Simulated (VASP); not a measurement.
A run of VASP 6.6.1 is set up as follows.

File INCAR:

```
ALGO     = Normal         # electronic algorithm
EDIFF    = 1E-6           # SCF threshold, eV
ENCUT    = 520            # plane-wave cutoff, eV
GGA      = PE             # functional
ISIF     = 2              # what is computed and relaxed
ISMEAR   = -1             # smearing method
LASPH    = True           # aspherical terms in the spheres
LCHARG   = False          # write CHGCAR
LREAL    = False          # projectors in reciprocal space
LWAVE    = False          # write WAVECAR
NBANDS   = 16             # bands
NELM     = 80             # most SCF steps
PREC     = Accurate       # precision mode
SIGMA    = 0.08           # smearing width, eV
```

File KPOINTS:

```
k-points
0
Gamma
  17 17 17
```

File POSCAR:

```
CoSi2
1.0
   -1.3843686447      1.3843686447      3.2636728060
    1.3843686447     -1.3843686447      3.2636728060
    1.3843686447      1.3843686447     -3.2636728060
Co Si
1 2
Direct
    0.0000000000      0.0000000000      0.0000000000
    0.3353866264      0.3353866264      0.0000000000
   -0.3353866264     -0.3353866264      0.0000000000
```

Potentials or basis: VASP PAW PBE potentials, release 64 (Co, Si).

The run is started by

```bash
$ cat potpaw_PBE.64/Co/POTCAR potpaw_PBE.64/Si/POTCAR > POTCAR
$ mpirun -np 1 vasp_std > vasp.out
```

(1) What does it give for the pressure?

## Answers

(1) 140.5 GPa.
